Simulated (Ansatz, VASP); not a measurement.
# WS2: VASP beside Ansatz

The input POSCAR:

```
WS2
1.0
    3.1814117282      0.0000000000      0.0000000000
   -1.5907058641      2.7551833765      0.0000000000
    0.0000000000      0.0000000000     23.6881463475
W S
2 4
Direct
    0.3333333333      0.6666666667      0.6379434935
    0.6666666667      0.3333333333      0.3620565065
    0.3333333333      0.6666666667      0.2994086502
    0.6666666667      0.3333333333      0.5752699628
    0.3333333333      0.6666666667      0.4310623182
    0.6666666667      0.3333333333      0.7069236308
```

File INCAR.step1:

```
SYSTEM = WS2
PREC = Accurate ; ENCUT = 520
ISMEAR = 0 ; SIGMA = 0.05
LREAL = .False. ; LASPH = .True.
NELM = 60 ; NBANDS = 35
GGA = PE ; ALGO = Normal
EDIFF = 1E-4 ; LWAVE = .True.
LCHARG = .False.
```

Contents of INCAR.step2:

```
SYSTEM = WS2
PREC = Accurate ; ENCUT = 520
EDIFF = 1E-7 ; ISMEAR = 0
SIGMA = 0.05 ; LREAL = .False.
LASPH = .True. ; NELM = 60
ALGO = Normal ; ISIF = 2
LWAVE = .False. ; LCHARG = .True.
METAGGA = R2SCAN ; LMIXTAU = .True.
LELF = .True. ; LVHAR = .True.
NBANDS = 35 ; ISTART = 1
```

KPOINTS

```
Automatic mesh
0
Gamma
  12 12 2
  0 0 0
```

Input for Ansatz:

```yaml
crystal:
  lattice:
    - [3.1814117282, 0.0, 0.0]
    - [-1.5907058641, 2.7551833765, 0.0]
    - [0.0, 0.0, 23.6881463475]
  atoms:
    - { symbol: W, position: [0.3333333333, 0.6666666667, 0.6379434935] }
    - { symbol: W, position: [0.6666666667, 0.3333333333, 0.3620565065] }
    - { symbol: S, position: [0.3333333333, 0.6666666667, 0.2994086502] }
    - { symbol: S, position: [0.6666666667, 0.3333333333, 0.5752699628] }
    - { symbol: S, position: [0.3333333333, 0.6666666667, 0.4310623182] }
    - { symbol: S, position: [0.6666666667, 0.3333333333, 0.7069236308] }
basis:
  ecutwfc: 500
kpoints:
  mp_grid: { grid: [12, 12, 2] }
hamiltonian:
  xc: r2scan
scf:
  occupations: { method: gaussian, width: 0.05 }
output:
  forces: true
  stress: true
  eigenvalues: true
```

Change from the starting cell: all S atoms moved +0.075 Å, as atom 3 along Cartesian [0 0 1].

Alike in both runs: task single point; functional r2SCAN; k mesh 12 × 12 × 2; occupations gaussian, width 0.05 eV; no spin polarisation.

|  | VASP | Ansatz |
| --- | --- | --- |
| version | VASP 6.6.1 | Ansatz 0.2.0 |
| potentials or method | VASP PAW PBE potentials, release 64 (W_sv, S), cutoff 520 eV | scalar-relativistic, plane waves, PAW |
| valence electrons in the cell | 52 | 52 |

```tsv
	VASP	Ansatz	Ansatz less VASP
gap on the k mesh at the Fermi level (eV)	1.47	1.45	-0.020
least direct gap on the mesh (eV)	1.86	1.85	-0.007
rms of the force components (eV/Å)	1.021	1.021	+0.0003
```

VASP's potentials were made for PBE, not for r2SCAN. Atom by atom the forces differ by 0.010 eV/Å (rms over components).

Neither program's run includes spin-orbit coupling.
